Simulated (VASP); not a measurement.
A run of VASP 6.6.1:

INCAR

```
SYSTEM = Ag
PREC = Accurate
ENCUT = 520
EDIFF = 1E-6
ISMEAR = -1
SIGMA = 0.1
LREAL = .False.
LASPH = .True.
NELM = 60
ALGO = Normal
ISIF = 2
LWAVE = .False.
LCHARG = .True.
GGA = PS
LELF = .True.
LVHAR = .True.
NBANDS = 18
```

File KPOINTS:

```
Automatic mesh
0
Gamma
  18 18 10
  0 0 0
```

Contents of POSCAR:

```
Ag
1.0
    2.8501088253      0.0000000000      0.0000000000
   -1.4250544127      2.4682666463      0.0000000000
    0.0000000000      0.0000000000      4.6699488800
Ag
2
Direct
    0.3333333333      0.6666666667      0.2500000000
    0.6666666667      0.3333333333      0.7500000000
```

Potentials or basis: VASP PAW PBE potentials, release 64 (Ag).

The run is started by

```bash
$ cat potpaw_PBE.64/Ag/POTCAR > POTCAR
$ mpirun -np 1 vasp_std > vasp.out
```

Hardware: 1 thread of Intel(R) Xeon(R) Platinum 8488C (Sapphire Rapids) (shared host).

How long does it take, and how much memory?

It took 60 s on 1 thread of Intel(R) Xeon(R) Platinum 8488C (Sapphire Rapids) (shared host), peak memory 0.24 GiB. Counts: scf iterations 11, k points 222.
